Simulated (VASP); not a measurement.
# Si (a cell with a defect) in VASP: further runs

Runs on Si (a cell with a defect). Level: PBEsol. Tasks: single point.

Everything below comes from runs of VASP 6.6.1. Logs are shortened: lines on timing, memory, paths and dates and some standing lists are left out, and cuts for length are marked.

## (1) The cell of the first run

The cell holds a defect, 17 atoms: a = 7.679 Å, b = 7.679 Å, c = 7.679 Å, α = 60.00°, β = 60.00°, γ = 60.00°.

## (2) Single point, PBEsol

INCAR reads:

```
SYSTEM = Si
PREC     = Accurate       ! precision mode
ENCUT    = 520            ! plane-wave cutoff, eV
EDIFF    = 1E-7           ! SCF threshold, eV
ISMEAR   = -1             ! smearing method
SIGMA    = 0.02           ! smearing width, eV
LREAL    = Auto         
LASPH    = .TRUE.         ! aspherical terms in the spheres
NELM     = 80             ! most SCF steps
ALGO     = Normal         ! electronic algorithm
ISIF     = 2              ! what is computed and relaxed
LWAVE    = .FALSE.        ! write WAVECAR
LCHARG   = .FALSE.        ! write CHGCAR
GGA      = PS             ! functional
NBANDS   = 48             ! bands
```

KPOINTS reads:

```
Automatic mesh
0
G
  2 2 2
  0 0 0
```

POSCAR reads:

```
Si
1.0
    0.0000000000      5.4300000000      5.4300000000
    5.4300000000      0.0000000000      5.4300000000
    5.4300000000      5.4300000000      0.0000000000
Si
17
Direct
   -0.0280662983     -0.0057826888      0.0206077348
    0.1440331492      0.1114917127      0.1058195212
    0.0207458564     -0.0128821363      0.4829558011
    0.1043001842      0.1115009208      0.6581491713
    0.0065377532      0.4750828729      0.0204419890
    0.1319429098      0.6289779006      0.1456077348
   -0.0281860037      0.4713904236      0.5175414365
    0.1436464088      0.6283241252      0.6515653775
    0.4907090239      0.0139134438      0.0204696133
    0.5998342541      0.1340699816      0.1567955801
    0.4840515654     -0.0103683241      0.5262615101
    0.6377624309      0.0810220994      0.6514825046
    0.5094383057      0.5094014733      0.0336187845
    0.6366298343      0.6547697974      0.1506629834
    0.5181031308      0.4734069982      0.5389871087
    0.5807366483      0.6234990792      0.6821546961
    0.3125506446      0.3979650092      0.4440423573
```

Potentials or basis: VASP PAW PBE potentials, release 64 (Si).

On the command line:

```
$ cat potpaw_PBE.64/Si/POTCAR > POTCAR
$ mpirun -np 1 vasp_std > vasp.out
```

OUTCAR:

```text
SYSTEM = Si
   PREC = Accurate
   ENCUT = 520
   EDIFF = 1E-7
   ISMEAR = -1
   LREAL = Auto
   LASPH = .TRUE.
   NELM = 80
   ISIF = 2
   GGA = PS

 ion  position               nearest neighbor table
   1  0.972  0.994  0.021-   4 2.27   6 2.31  10 2.34   2 2.37
   2  0.144  0.111  0.106-   9 2.20   5 2.29   3 2.36   1 2.37
   3  0.021  0.987  0.483-   8 2.28   2 2.36  12 2.42   4 2.43
   4  0.104  0.112  0.658-   7 2.27   1 2.27  11 2.38   3 2.43  17 2.72
   5  0.007  0.475  0.020-   2 2.29   8 2.33  14 2.36   6 2.54
   6  0.132  0.629  0.146-   1 2.31  13 2.37   7 2.38   5 2.54  17 2.64
   7  0.972  0.471  0.518-  17 2.20   4 2.27   6 2.38  16 2.48   8 2.91
   8  0.144  0.628  0.652-   3 2.28   5 2.33  15 2.36  17 2.41   7 2.91
   9  0.491  0.014  0.020-   2 2.20  14 2.27  10 2.29  12 2.34
  10  0.600  0.134  0.157-   9 2.29  11 2.32   1 2.34  13 2.37  17 3.00
  11  0.484  0.990  0.526-  16 2.31  10 2.32  12 2.33   4 2.38  17 2.59
  12  0.638  0.081  0.651-  11 2.33   9 2.34   3 2.42  15 2.47  17 2.95
  13  0.509  0.509  0.034-  16 2.23  10 2.37   6 2.37  14 2.45  17 2.60
  14  0.637  0.655  0.151-   9 2.27   5 2.36  13 2.45  15 2.46
  15  0.518  0.473  0.539-  16 2.26   8 2.36  17 2.42  14 2.46  12 2.47
  16  0.581  0.623  0.682-  13 2.23  15 2.26  11 2.31   7 2.48
  17  0.313  0.398  0.444-   7 2.20   8 2.41  15 2.42  11 2.59  13 2.60   6 2.64   4 2.72  12 2.95
                            10 3.00

  LATTYP: Found a face centered cubic cell.
 ALAT       =    10.8600000000

  Lattice vectors:

 A1 = (   0.0000000000,   5.4300000000,   5.4300000000)
 A2 = (   5.4300000000,   0.0000000000,   5.4300000000)
 A3 = (   5.4300000000,   5.4300000000,   0.0000000000)

Analysis of symmetry for initial positions (statically):
=====================================================================
 Subroutine PRICEL returns:
 Original cell was already a primitive cell.

 Routine SETGRP: Setting up the symmetry group for a
 face centered cubic supercell.

 Subroutine GETGRP returns: Found  1 space group operations
 (whereof  1 operations were pure point group operations)
 out of a pool of 48 trial point group operations.

The static configuration has the point symmetry C_1 .

Analysis of symmetry for dynamics (positions and initial velocities):
=====================================================================
 Subroutine PRICEL returns:
 Original cell was already a primitive cell.

 Routine SETGRP: Setting up the symmetry group for a
 face centered cubic supercell.

 Subroutine GETGRP returns: Found  1 space group operations
 (whereof  1 operations were pure point group operations)
 out of a pool of 48 trial point group operations.

The dynamic configuration has the point symmetry C_1 .

 Subroutine INISYM returns: Found  1 space group operations
 (whereof  1 operations are pure point group operations),
 and found     1 'primitive' translations

----------------------------------------------------------------------------------------

                                     Primitive cell

  volume of cell :     320.2060

  direct lattice vectors                    reciprocal lattice vectors
     0.000000000  5.430000000  5.430000000    -0.092081031  0.092081031  0.092081031
     5.430000000  0.000000000  5.430000000     0.092081031 -0.092081031  0.092081031
     5.430000000  5.430000000  0.000000000     0.092081031  0.092081031 -0.092081031

  length of vectors
     7.679179644  7.679179644  7.679179644     0.159489025  0.159489025  0.159489025

  position of ions in fractional coordinates (direct lattice)
     0.971933702  0.994217311  0.020607735
     0.144033149  0.111491713  0.105819521
     0.020745856  0.987117864  0.482955801
     0.104300184  0.111500921  0.658149171
     0.006537753  0.475082873  0.020441989
     0.131942910  0.628977901  0.145607735
[... 9 lines left out ...]
     0.580736648  0.623499079  0.682154696
     0.312550645  0.397965009  0.444042357

  ion indices of the primitive-cell ions
   primitive index   ion index
                 1           1
                 2           2
                 3           3
                 4           4
                 5           5
                 6           6
[... 9 lines left out ...]
                16          16
                17          17

----------------------------------------------------------------------------------------

 KPOINTS: Automatic mesh

Automatic generation of k-mesh.
 Grid dimensions read from file:
 generate k-points for:    2    2    2

 Generating k-lattice:

  Cartesian coordinates                     Fractional coordinates (reciprocal lattice)
    -0.046040516  0.046040516  0.046040516     0.500000000  0.000000000  0.000000000
     0.046040516 -0.046040516  0.046040516     0.000000000  0.500000000  0.000000000
     0.046040516  0.046040516 -0.046040516     0.000000000  0.000000000  0.500000000

  Length of vectors
     0.079744512  0.079744512  0.079744512

  Shift w.r.t. Gamma in fractional coordinates (k-lattice)
     0.000000000  0.000000000  0.000000000

 Subroutine IBZKPT returns following result:
 ===========================================

 Found      8 irreducible k-points:

 Following reciprocal coordinates:
            Coordinates               Weight
  0.000000  0.000000  0.000000      1.000000
  0.500000  0.000000  0.000000      1.000000
  0.000000  0.500000  0.000000      1.000000
  0.000000  0.000000  0.500000      1.000000
  0.500000  0.500000  0.500000      1.000000
  0.500000  0.500000  0.000000      1.000000
  0.000000  0.500000  0.500000      1.000000
  0.500000  0.000000  0.500000      1.000000
   k-points           NKPTS =      8   k-points in BZ     NKDIM =      8   number of bands    NBANDS=     48
   number of dos      NEDOS =    301   number of ions     NIONS =     17
   total plane-waves  NPLWV = 216000
   dimension x,y,z NGX =    60 NGY =   60 NGZ =   60
   dimension x,y,z NGXF=   120 NGYF=  120 NGZF=  120
   ions per type =              17
   NGX,Y,Z   is equivalent  to a cutoff of  12.99, 12.99, 12.99 a.u.
   NGXF,Y,Z  is equivalent  to a cutoff of  25.98, 25.98, 25.98 a.u.
 SYSTEM =  Si
   PREC   = accura    normal or accurate (medium, high low for compatibility)
   ISTART =      0    job   : 0-new  1-cont  2-samecut
   ICHARG =      2    charge: 1-file 2-atom 10-const
   ISPIN  =      1    spin polarized calculation?
   LNONCOLLINEAR =      F non collinear calculations
   LSORBIT =      F    spin-orbit coupling
   LASPH  =      T    aspherical Exc in radial PAW
   ENCUT  =  520.0 eV  38.22 Ry    6.18 a.u.  14.28 14.28 14.28*2*pi/ulx,y,z
   NELM   =     80;   NELMIN=  2; NELMDL= -5     # of ELM steps
   EDIFF  = 0.1E-06   stopping-criterion for ELM
   LREAL  =      T    real-space projection
   EDIFFG = 0.1E-05   stopping-criterion for IOM
   NSW    =      0    number of steps for IOM
   IBRION =     -1    ionic relax: 0-MD 1-quasi-New 2-CG
   NFREE  =      0    steps in history (QN), initial steepest desc. (CG)
   ISIF   =      2    stress and relaxation
   ISYM   =      2    0-nonsym 1-usesym 2-fastsym
   POTIM  = 0.5000    time-step for ionic-motion
   TEBEG  =    0.0;   TEEND  =   0.0 temperature during run
   PSTRESS=    0.0 pullay stress
   NELECT =      68.0000    total number of electrons
   NUPDOWN=      -1.0000    fix difference up-down
   EMIN   =  10.00;   EMAX   =-10.00  energy-range for DOS
   EFERMI =   0.00;   METHOD = LEGACY
   ISMEAR =    -1;   SIGMA  =   0.02  broadening in eV -4-tet -1-fermi 0-gaus
   EFERMI_NEDOS =   21; number of points for ismear=-14 and -15
   IALGO  =     38    algorithm
   IMIX   =      4    mixing-type and parameters
     AMIX     =   0.40;   BMIX     =  1.00
     AMIX_MAG =   1.60;   BMIX_MAG =  1.00
  volume/ion in A,a.u.               =      18.84       127.11
  Fermi-wavevector in a.u.,A,eV,Ry     =   0.976715  1.845724 12.979587  0.953973
  Thomas-Fermi vector in A             =   2.107356
   LORBIT       =      0    0 simple, 1 ext, 2 COOP (PROOUT), +10 PAW based schemes
   GGA     = PS    functional components
   LHFCALC =     F    Hartree Fock is set to
   AEXX    =    0.0000 exact exchange contribution
   IVDW    =     0    specifies the selected vdW correction
   LEPSILON=     F    determine dielectric tensor
   LRPA    =     F    only Hartree local field effects (RPA)
 non-spin polarized calculation
  energy-cutoff  :      520.00
  volume of cell :      320.21
 maximum number of plane-waves:      8646
 NGX is ok and might be reduce to    60
   NGX = 29   NGY = 29   NGZ = 29

 number of electron      68.0000000 magnetization

 Free energy of the ion-electron system (eV)
  ---------------------------------------------------
  ext. energy  EPLUGINS =         0.00000000
  ---------------------------------------------------
  free energy    TOTEN  =       -92.43660412 eV

  energy without entropy =      -92.43054062  energy(sigma->0) =      -92.43357237

 E-fermi :   6.7117     XC(G=0):  -9.8267

 val. band max:        6.6752585024   @ k =   0.0000   0.0000   0.0000
 cond. band min:       6.7388040687   @ k =   0.5000   0.5000   0.0000
 fundamental gap:      0.0635455663
 Fermi energy:         6.7116821286

 k-point     1 :       0.0000    0.0000    0.0000
  band No.  band energies     occupation
      1      -6.2824      2.00000
      2      -4.1280      2.00000
      3      -3.7239      2.00000
      4      -3.5495      2.00000
      5      -3.4495      2.00000
      6      -2.7456      2.00000
[... 38 lines left out ...]
     45       8.3052      0.00000
     46       8.7041      0.00000

 k-point     2 :       0.5000    0.0000    0.0000
  band No.  band energies     occupation
      1      -5.8543      2.00000
      2      -4.9468      2.00000
      3      -3.8899      2.00000
      4      -3.5434      2.00000
      5      -3.2805      2.00000
      6      -3.2209      2.00000
[... 38 lines left out ...]
     45       9.8339      0.00000
     46       9.9354      0.00000

 k-point     3 :       0.0000    0.5000    0.0000
  band No.  band energies     occupation
      1      -5.7906      2.00000
      2      -5.1137      2.00000
      3      -3.8143      2.00000
      4      -3.4659      2.00000
      5      -3.2953      2.00000
      6      -3.1444      2.00000
[... 38 lines left out ...]
     45       9.7186      0.00000
     46       9.7730      0.00000

 k-point     4 :       0.0000    0.0000    0.5000
  band No.  band energies     occupation
      1      -5.7971      2.00000
      2      -5.1100      2.00000
      3      -3.7936      2.00000
      4      -3.5003      2.00000
      5      -3.3520      2.00000
      6      -3.0910      2.00000
[... 38 lines left out ...]
     45       9.7862      0.00000
     46       9.9227      0.00000

 k-point     5 :       0.5000    0.5000    0.5000
  band No.  band energies     occupation
      1      -5.7904      2.00000
      2      -5.1261      2.00000
      3      -3.8786      2.00000
      4      -3.4208      2.00000
      5      -3.2946      2.00000
      6      -3.2047      2.00000
[... 38 lines left out ...]
     45       9.5900      0.00000
     46       9.7773      0.00000

 k-point     6 :       0.5000    0.5000    0.0000
  band No.  band energies     occupation
      1      -5.6320      2.00000
      2      -4.8710      2.00000
      3      -4.2688      2.00000
      4      -3.9879      2.00000
      5      -3.7466      2.00000
      6      -3.6856      2.00000
[... 38 lines left out ...]
     45      10.1493      0.00000
     46      10.3175      0.00000

 k-point     7 :       0.0000    0.5000    0.5000
  band No.  band energies     occupation
      1      -5.6605      2.00000
      2      -4.8434      2.00000
      3      -4.1830      2.00000
      4      -3.9517      2.00000
      5      -3.7711      2.00000
      6      -3.7560      2.00000
[... 38 lines left out ...]
     45      10.1370      0.00000
     46      10.3836      0.00000

 k-point     8 :       0.5000    0.0000    0.5000
  band No.  band energies     occupation
      1      -5.6527      2.00000
      2      -4.8241      2.00000
      3      -4.2080      2.00000
      4      -4.0176      2.00000
      5      -3.7702      2.00000
      6      -3.7349      2.00000
[... 38 lines left out ...]
     45      10.1202      0.00000
     46      10.1974      0.00000
 [bands above 46 left out]

------------------------ aborting loop because EDIFF is reached ----------------------------------------

  FORCE on cell =-STRESS in cart. coord.  units (eV):
  Direction    XX          YY          ZZ          XY          YZ          ZX
  --------------------------------------------------------------------------------------
  -------------------------------------------------------------------------------------
  Total        6.7163159      8.5862538      6.9290650     -1.6831596     -0.9766817     -0.8383873
  in kB       33.6056435     42.9620326     34.6701510     -8.4218284     -4.8869077     -4.1949402
  external PRESSURE =      37.0792757 kB  Pullay stress =       0.0000000 kB

 VOLUME and BASIS-vectors are now :
 -----------------------------------------------------------------------------
  energy-cutoff  :      520.00
  volume of cell :      320.21
      direct lattice vectors                 reciprocal lattice vectors
     0.000000000  5.430000000  5.430000000    -0.092081031  0.092081031  0.092081031
     5.430000000  0.000000000  5.430000000     0.092081031 -0.092081031  0.092081031
     5.430000000  5.430000000  0.000000000     0.092081031  0.092081031 -0.092081031

 POSITION                                       TOTAL-FORCE (eV/Angst)
 -----------------------------------------------------------------------------------
      5.51050      5.38950     10.67620         0.305881      0.446482      0.030022
      1.18000      1.35670      1.38750         1.045631     -0.780428     -1.643424
      7.98250      2.73510      5.47270         0.965689      0.004895     -0.018329
      4.17920      4.14010      1.17180        -1.599457     -0.363668     -0.377689
      2.69070      0.14650      2.61520         1.332875      0.096340      1.315178
      4.20600      1.50710      4.13180        -1.122109     -0.552976     -1.084482
[... 9 lines left out ...]
      7.08970      6.85750      6.53900        -0.915972      0.393401      1.242403
      4.57210      4.10830      3.85810        -0.757144      0.790944      1.004857
 -----------------------------------------------------------------------------------
    total drift:                               -0.000836      0.001707      0.005004

  FREE ENERGIE OF THE ION-ELECTRON SYSTEM (eV)
  ---------------------------------------------------
  free  energy   TOTEN  =       -92.4366041241 eV

  energy  without entropy=      -92.4305406170  energy(sigma->0) =      -92.43357237
```

Wall time 3.3 min (1 thread of Intel Xeon Platinum 8259CL at 2.50GHz (Skylake/Cascade Lake), shared host); peak memory 0.47 GiB.

What came out:

| Quantity | Value |
| --- | --- |
| Free energy | -92.4366 eV |
| Pressure | 3.7 GPa |
| Largest force | 2.662 eV/Å |
| Band gap on the k mesh | zero (bands 34 and 35 overlap by 0.40 eV) |

Forces on the atoms (eV/Å):
```
Si   0.306  0.446  0.030
Si   1.046 -0.780 -1.643
Si   0.966  0.005 -0.018
Si  -1.599 -0.364 -0.378
Si   1.333  0.096  1.315
Si  -1.122 -0.553 -1.084
Si   2.000 -1.640 -0.627
Si  -0.036 -0.158 -0.775
Si  -1.112  0.415  1.144
Si   0.195  0.058  0.655
Si   0.499 -0.118 -0.251
Si   0.312 -0.026  1.045
Si   1.045  0.778 -0.411
Si  -0.926  0.781 -1.462
Si  -1.233 -0.125  0.214
Si  -0.916  0.393  1.242
Si  -0.757  0.791  1.005
```

Stress tensor (GPa, compression positive):
```
 3.36 -0.84 -0.42
-0.84  4.30 -0.49
-0.42 -0.49  3.47
```

Caveat: the k points lie up to 0.50 Å⁻¹ apart; the PAW data sets were made with another functional, which shifts forces and pressure a little.

[end of part 1 of 2]
